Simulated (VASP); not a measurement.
# Zn (P6_3/mmc) in VASP: a series of runs

The runs below take Zn through single point, with PBEsol.

Program: VASP 6.6.1. These are calculated values, not measurements. Logs are shortened: lines on timing, memory, paths and dates and some standing lists are left out, and cuts for length are marked.

## (1) The cell of the first run

The structure is hexagonal, space group P6_3/mmc (No. 194). Conventional cell: a = 2.622 Å, b = 2.622 Å, c = 5.110 Å, α = 90.00°, β = 90.00°, γ = 120.00°. Within 3.5 Å of Zn (site symmetry -6m2) lie 12 Zn at 2.62 to 2.97 Å.

## (2) Single point, PBEsol

INCAR reads:

```
SYSTEM = Zn
PREC = Accurate
ENCUT = 520
EDIFF = 1E-6
ISMEAR = 0
SIGMA = 0.15
LREAL = .False.
LASPH = .True.
NELM = 80
ALGO = Fast
ISIF = 2
LWAVE = .False.
LCHARG = .False.
GGA = PS
NBANDS = 19
```

KPOINTS reads:

```
Automatic mesh
0
Gamma
  24 24 12
  0 0 0
```

POSCAR reads:

```
Zn
1.0
    2.6218099222      0.0000000000      0.0000000000
   -1.3109049611      2.2705539965      0.0000000000
    0.0000000000      0.0000000000      5.1102455899
Zn
2
Direct
    0.3333333333      0.6666666667      0.2500000000
    0.6666666667      0.3333333333      0.7500000000
```

Potentials or basis: VASP PAW PBE potentials, release 64 (Zn).

Command:

```sh
$ cat potpaw_PBE.64/Zn/POTCAR > POTCAR
$ mpirun -np 1 vasp_std > vasp.out
```

OUTCAR:

```text
SYSTEM = Zn
   PREC = Accurate
   ENCUT = 520
   EDIFF = 1E-6
   ISMEAR = 0
   LREAL = .False.
   LASPH = .True.
   NELM = 80
   ISIF = 2
   GGA = PS

 ion  position               nearest neighbor table
   1  0.333  0.667  0.250-   2 2.97   2 2.97   2 2.97   2 2.97   2 2.97   2 2.97
   2  0.667  0.333  0.750-   1 2.97   1 2.97   1 2.97   1 2.97   1 2.97   1 2.97

  LATTYP: Found a hexagonal cell.
 ALAT       =     2.6218099222
 C/A-ratio  =     1.9491289382

  Lattice vectors:

 A1 = (   2.6218099222,   0.0000000000,   0.0000000000)
 A2 = (  -1.3109049611,   2.2705539965,   0.0000000000)
 A3 = (   0.0000000000,   0.0000000000,   5.1102455899)

Analysis of symmetry for initial positions (statically):
=====================================================================
 Subroutine PRICEL returns:
 Original cell was already a primitive cell.

 Routine SETGRP: Setting up the symmetry group for a
 hexagonal supercell.

 Subroutine GETGRP returns: Found 24 space group operations
 (whereof 12 operations were pure point group operations)
 out of a pool of 24 trial point group operations.

The static configuration has the point symmetry D_3d.
 The point group associated with its full space group is D_6h.

Analysis of symmetry for dynamics (positions and initial velocities):
=====================================================================
 Subroutine PRICEL returns:
 Original cell was already a primitive cell.

 Routine SETGRP: Setting up the symmetry group for a
 hexagonal supercell.

 Subroutine GETGRP returns: Found 24 space group operations
 (whereof 12 operations were pure point group operations)
 out of a pool of 24 trial point group operations.

The dynamic configuration has the point symmetry D_3d.
 The point group associated with its full space group is D_6h.

 Subroutine INISYM returns: Found 24 space group operations
 (whereof 12 operations are pure point group operations),
 and found     1 'primitive' translations

----------------------------------------------------------------------------------------

                                     Primitive cell

  volume of cell :      30.4211

  direct lattice vectors                    reciprocal lattice vectors
     2.621809922  0.000000000  0.000000000     0.381415903  0.220210574  0.000000000
    -1.310904961  2.270553996  0.000000000     0.000000000  0.440421149  0.000000000
     0.000000000  0.000000000  5.110245590     0.000000000  0.000000000  0.195685311

  length of vectors
     2.621809922  2.621809922  5.110245590     0.440421149  0.440421149  0.195685311

  position of ions in fractional coordinates (direct lattice)
     0.333333333  0.666666667  0.250000000
     0.666666667  0.333333333  0.750000000

  ion indices of the primitive-cell ions
   primitive index   ion index
                 1           1
                 2           2

----------------------------------------------------------------------------------------

 KPOINTS: Automatic mesh

Automatic generation of k-mesh.
 Grid dimensions read from file:
 generate k-points for:   24   24   12

 Generating k-lattice:

  Cartesian coordinates                     Fractional coordinates (reciprocal lattice)
     0.015892329  0.009175441  0.000000000     0.041666667  0.000000000  0.000000000
     0.000000000  0.018350881  0.000000000     0.000000000  0.041666667  0.000000000
     0.000000000  0.000000000  0.016307109     0.000000000  0.000000000  0.083333333

  Length of vectors
     0.018350881  0.018350881  0.016307109

  Shift w.r.t. Gamma in fractional coordinates (k-lattice)
     0.000000000  0.000000000  0.000000000

 Subroutine IBZKPT returns following result:
 ===========================================

 Found    427 irreducible k-points:

 Following reciprocal coordinates:
            Coordinates               Weight
  0.000000  0.000000  0.000000      1.000000
  0.041667  0.000000  0.000000      6.000000
  0.083333  0.000000  0.000000      6.000000
  0.125000  0.000000  0.000000      6.000000
  0.166667  0.000000  0.000000      6.000000
  0.208333  0.000000  0.000000      6.000000
[... 16 lines left out ...]
  0.416667  0.041667  0.000000     12.000000
  0.458333  0.041667  0.000000     12.000000
 [... further k-points ...]
   k-points           NKPTS =    427   k-points in BZ     NKDIM =    427   number of bands    NBANDS=     19
   number of dos      NEDOS =    301   number of ions     NIONS =      2
   total plane-waves  NPLWV =  16000
   dimension x,y,z NGX =    20 NGY =   20 NGZ =   40
   dimension x,y,z NGXF=    40 NGYF=   40 NGZF=   80
   ions per type =               2
   NGX,Y,Z   is equivalent  to a cutoff of  12.68, 12.68, 13.01 a.u.
   NGXF,Y,Z  is equivalent  to a cutoff of  25.36, 25.36, 26.03 a.u.
 SYSTEM =  Zn
   PREC   = accura    normal or accurate (medium, high low for compatibility)
   ISTART =      0    job   : 0-new  1-cont  2-samecut
   ICHARG =      2    charge: 1-file 2-atom 10-const
   ISPIN  =      1    spin polarized calculation?
   LNONCOLLINEAR =      F non collinear calculations
   LSORBIT =      F    spin-orbit coupling
   LASPH  =      T    aspherical Exc in radial PAW
   ENCUT  =  520.0 eV  38.22 Ry    6.18 a.u.   4.87  4.87  9.50*2*pi/ulx,y,z
   NELM   =     80;   NELMIN=  2; NELMDL= -5     # of ELM steps
   EDIFF  = 0.1E-05   stopping-criterion for ELM
   LREAL  =      F    real-space projection
   EDIFFG = 0.1E-04   stopping-criterion for IOM
   NSW    =      0    number of steps for IOM
   IBRION =     -1    ionic relax: 0-MD 1-quasi-New 2-CG
   NFREE  =      0    steps in history (QN), initial steepest desc. (CG)
   ISIF   =      2    stress and relaxation
   ISYM   =      2    0-nonsym 1-usesym 2-fastsym
   POTIM  = 0.5000    time-step for ionic-motion
   TEBEG  =    0.0;   TEEND  =   0.0 temperature during run
   PSTRESS=    0.0 pullay stress
   NELECT =      24.0000    total number of electrons
   NUPDOWN=      -1.0000    fix difference up-down
   EMIN   =  10.00;   EMAX   =-10.00  energy-range for DOS
   EFERMI =   0.00;   METHOD = LEGACY
   ISMEAR =     0;   SIGMA  =   0.15  broadening in eV -4-tet -1-fermi 0-gaus
   EFERMI_NEDOS =   21; number of points for ismear=-14 and -15
   IALGO  =     68    algorithm
   IMIX   =      4    mixing-type and parameters
     AMIX     =   0.40;   BMIX     =  1.00
     AMIX_MAG =   1.60;   BMIX_MAG =  1.00
  volume/ion in A,a.u.               =      15.21       102.65
  Fermi-wavevector in a.u.,A,eV,Ry     =   1.512703  2.858594 31.133805  2.288270
  Thomas-Fermi vector in A             =   2.622592
   LORBIT       =      0    0 simple, 1 ext, 2 COOP (PROOUT), +10 PAW based schemes
   GGA     = PS    functional components
   LHFCALC =     F    Hartree Fock is set to
   AEXX    =    0.0000 exact exchange contribution
   IVDW    =     0    specifies the selected vdW correction
   LEPSILON=     F    determine dielectric tensor
   LRPA    =     F    only Hartree local field effects (RPA)
 non-spin polarized calculation
 RMM-DIIS sequential band-by-band and
 Gauss-broadening in eV      SIGMA  =   0.15
  energy-cutoff  :      520.00
  volume of cell :       30.42
 maximum number of plane-waves:       840
 NGX is ok and might be reduce to    20
   NGX =  9   NGY =  9   NGZ = 19

 number of electron      24.0000001 magnetization

 Free energy of the ion-electron system (eV)
  ---------------------------------------------------
  ext. energy  EPLUGINS =         0.00000000
  ---------------------------------------------------
  free energy    TOTEN  =        -3.14597484 eV

  energy without entropy =       -3.14113034  energy(sigma->0) =       -3.14355259

 E-fermi :   2.8389     XC(G=0): -11.6875

 val. band max:        2.8159048061   @ k =   0.3750   0.1250   0.0833
 cond. band min:       2.8607496276   @ k =   0.1667   0.0833   0.1667
 fundamental gap:      0.0448448215
 Fermi energy:         2.8388884617

 k-point     1 :       0.0000    0.0000    0.0000
  band No.  band energies     occupation
      1      -7.4995      2.00000
      2      -5.7775      2.00000
      3      -5.0337      2.00000
      4      -4.7484      2.00000
      5      -4.7484      2.00000
      6      -4.7091      2.00000
[... 11 lines left out ...]
     18      22.8300      0.00000
     19      22.8926      0.00000

 k-point     2 :       0.0417    0.0000    0.0000
  band No.  band energies     occupation
      1      -7.4458      2.00000
      2      -5.7512      2.00000
      3      -5.0267      2.00000
      4      -4.7552      2.00000
      5      -4.7353      2.00000
      6      -4.7158      2.00000
[... 11 lines left out ...]
     18      22.0120      0.00000
     19      23.4883      0.00000

 k-point     3 :       0.0833    0.0000    0.0000
  band No.  band energies     occupation
      1      -7.2859      2.00000
      2      -5.6759      2.00000
      3      -5.0071      2.00000
      4      -4.7734      2.00000
      5      -4.7333      2.00000
      6      -4.6965      2.00000
[... 11 lines left out ...]
     18      21.3885      0.00000
     19      23.2377      0.00000

 k-point     4 :       0.1250    0.0000    0.0000
  band No.  band energies     occupation
      1      -7.0235      2.00000
      2      -5.5638      2.00000
      3      -4.9805      2.00000
      4      -4.7979      2.00000
      5      -4.7506      2.00000
      6      -4.6342      2.00000
[... 407 lines left out ...]
     18      18.3852      0.00000
     19      18.8271      0.00000

 k-point    23 :       0.4167    0.0417    0.0000
  band No.  band energies     occupation
      1      -5.4990      2.00000
      2      -5.4241      2.00000
      3      -5.2068      2.00000
      4      -4.7789      2.00000
      5      -4.5876      2.00000
      6      -4.5317      2.00000
[... 11 lines left out ...]
     18      18.1316      0.00000
     19      18.6873      0.00000

 k-point    24 :       0.4583    0.0417    0.0000
  band No.  band energies     occupation
      1      -5.5142      2.00000
      2      -5.4376      2.00000
      3      -5.2266      2.00000
      4      -4.7954      2.00000
      5      -4.5659      2.00000
      6      -4.5393      2.00000
[... 11 lines left out ...]
     18      18.0018      0.00000
     19      18.6177      0.00000

 [... further k-points ...]

------------------------ aborting loop because EDIFF is reached ----------------------------------------

  FORCE on cell =-STRESS in cart. coord.  units (eV):
  Direction    XX          YY          ZZ          XY          YZ          ZX
  --------------------------------------------------------------------------------------
  -------------------------------------------------------------------------------------
  Total       -0.6353973     -0.6353973     -0.7723411      0.0000000     -0.0000000      0.0000000
  in kB      -33.4642532    -33.4642532    -40.6766272      0.0000000     -0.0000000      0.0000000
  external PRESSURE =     -35.8683779 kB  Pullay stress =       0.0000000 kB

 VOLUME and BASIS-vectors are now :
 -----------------------------------------------------------------------------
  energy-cutoff  :      520.00
  volume of cell :       30.42
      direct lattice vectors                 reciprocal lattice vectors
     2.621809922  0.000000000  0.000000000     0.381415903  0.220210574  0.000000000
    -1.310904961  2.270553996  0.000000000     0.000000000  0.440421149  0.000000000
     0.000000000  0.000000000  5.110245590     0.000000000  0.000000000  0.195685311

 POSITION                                       TOTAL-FORCE (eV/Angst)
 -----------------------------------------------------------------------------------
     -0.00000      1.51370      1.27756        -0.000000      0.000000      0.000000
      1.31090      0.75685      3.83268         0.000000     -0.000000      0.000000
 -----------------------------------------------------------------------------------
    total drift:                               -0.000000      0.000000      0.000000

  FREE ENERGIE OF THE ION-ELECTRON SYSTEM (eV)
  ---------------------------------------------------
  free  energy   TOTEN  =        -3.1459748379 eV

  energy  without entropy=       -3.1411303384  energy(sigma->0) =       -3.14355259
```

It took 3.8 min on 1 thread of Intel Xeon 8259CL, shared host; peak memory 0.3 GiB.

Results:

```
Free energy            : -3.1460 eV
Pressure               : -3.6 GPa
Band gap on the k mesh : zero (bands 12 and 13 overlap by 5.13 eV)
```

Stress tensor (GPa, compression positive):
```
-3.35  0.00  0.00
 0.00 -3.35  0.00
 0.00  0.00 -4.07
```

Levels at points of the mesh, in eV from the Fermi level:
| k point | band 10 | band 11 | band 12 | band 13 | band 14 | band 15 |
| --- | --- | --- | --- | --- | --- | --- |
| (0.00, 0.00, 0.00) | -6.98 | -6.98 | -3.76 | -3.48 | 12.12 | 15.99 |
| (0.50, 0.00, 0.00) | -6.74 | -2.60 | -1.84 | 2.41 | 3.66 | 3.94 |
| (0.00, 0.00, 0.50) | -7.05 | -7.05 | -7.05 | 3.78 | 3.78 | 19.70 |
| (0.50, 0.00, 0.50) | -6.75 | -1.71 | -1.71 | 0.40 | 0.40 | 9.61 |

Caveat: the cell stands under tension; the PAW data sets were made with another functional, which shifts forces and pressure a little.

(Part 1 of 3 ends here.)
